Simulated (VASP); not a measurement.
Set up this calculation in VASP 6.6.1, as the native input.

| Property | Result |
| --- | --- |
| Task | electric field gradients |
| Functional | LDA |
| Potentials or basis | VASP PAW LDA potentials, release 64 (Sn_d) |
| Cutoff | 520 eV |
| k mesh | 16 × 16 × 16 |
| Occupations | fermi-dirac, width 0.05 eV |
| Spin | no spin polarisation |
| Dipole correction | no |
| Further INCAR settings | ALGO = Normal; EDIFF = 1e-08; NBANDS = 13 |

The structure of Sn lies in POSCAR:

```
Sn
1.0
   -2.0017645706      2.0017645706      1.6383145356
    2.0017645706     -2.0017645706      1.6383145356
    2.0017645706      2.0017645706     -1.6383145356
Sn
1
Direct
    0.0000000000      0.0000000000      0.0000000000
```

The input as run:

INCAR

```
  ALGO = Normal
  EDIFF = 1E-8
  ENCUT = 520
  GGA = CA
  ISIF = 2
  ISMEAR = -1
  LASPH = True
  LCHARG = False
  LEFG = True
  LREAL = False
  LWAVE = False
  NBANDS = 13
  NELM = 100
  PREC = Accurate
  SIGMA = 0.05
```

KPOINTS

```
k-points
0
Gamma
  16 16 16
```

Potentials or basis: VASP PAW LDA potentials, release 64 (Sn_d).

The run is started by

```console
$ cat potpaw_LDA.64/Sn_d/POTCAR > POTCAR
$ mpirun -np 1 vasp_std > vasp.out
```

It gave:

- Pressure: -1.2 GPa
- Band gap on the k mesh: zero (bands 7 and 8 overlap by 9.16 eV)
- Largest electric field gradient by atom: Sn +12.3 V/Å²

Caveat: without QUAD_EFG the Cq values of the log hold for a quadrupole moment of 1 mb, not for the nuclei; spin-orbit coupling is left out, which moves the levels of the heavy elements.

Wall time 30 s on 1 thread of Intel(R) Xeon(R) Platinum 8488C (Sapphire Rapids), on a shared host, peak memory 0.21 GiB.
